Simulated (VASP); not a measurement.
Input of a VASP 6.6.1 run:

The input POSCAR:

```
Te
1.0
    0.0000000000      2.4219472457      2.4219472457
    2.4219472457      0.0000000000      2.4219472457
    2.4219472457      2.4219472457      0.0000000000
Te
1
Direct
    0.0000000000      0.0000000000      0.0000000000
```

The input INCAR.step1:

```
SYSTEM = Te
PREC     = Accurate       ! precision mode
ENCUT    = 520            ! plane-wave cutoff, eV
ISMEAR   = -1             ! smearing method
SIGMA    = 0.1            ! smearing width, eV
LREAL    = .FALSE.        ! projectors in reciprocal space
LASPH    = .TRUE.         ! aspherical terms in the spheres
NELM     = 80             ! most SCF steps
NBANDS   = 9              ! bands
GGA      = PE             ! functional
ALGO     = Normal         ! electronic algorithm
EDIFF    = 1E-4           ! SCF threshold, eV
LWAVE    = .TRUE.         ! write WAVECAR
LCHARG   = .FALSE.        ! write CHGCAR
```

File INCAR.step2:

```
SYSTEM = Te
PREC     = Accurate       ! precision mode
ENCUT    = 520            ! plane-wave cutoff, eV
EDIFF    = 1E-6           ! SCF threshold, eV
ISMEAR   = -1             ! smearing method
SIGMA    = 0.1            ! smearing width, eV
LREAL    = .FALSE.        ! projectors in reciprocal space
LASPH    = .TRUE.         ! aspherical terms in the spheres
NELM     = 80             ! most SCF steps
ALGO     = Normal         ! electronic algorithm
ISIF     = 2              ! what is computed and relaxed
LWAVE    = .FALSE.        ! write WAVECAR
LCHARG   = .FALSE.        ! write CHGCAR
METAGGA  = R2SCAN         ! meta-GGA
LMIXTAU  = .TRUE.       
NBANDS   = 9              ! bands
ISTART   = 1
```

File KPOINTS:

```
regular mesh
0
G
  13 13 13
  0 0 0
```

Potentials or basis: VASP PAW PBE potentials, release 64 (Te).

Launch:

```console
$ cat potpaw_PBE.64/Te/POTCAR > POTCAR
$ cp INCAR.step1 INCAR
$ mpirun -np 1 vasp_std > vasp.out
$ cp INCAR.step2 INCAR
$ mpirun -np 1 vasp_std > vasp.out
```

(1) Estimate the pressure.

(2) Predict the band gap on the k mesh.

## Answers

(1) -0.2 GPa.

(2) zero (band 3 reaches 10.86 eV, above the bottom of band 4 at 5.77 eV).

Caveat: the PAW data sets were made with another functional, which shifts forces and pressure a little; spin-orbit coupling is left out, which moves the levels of the heavy elements.
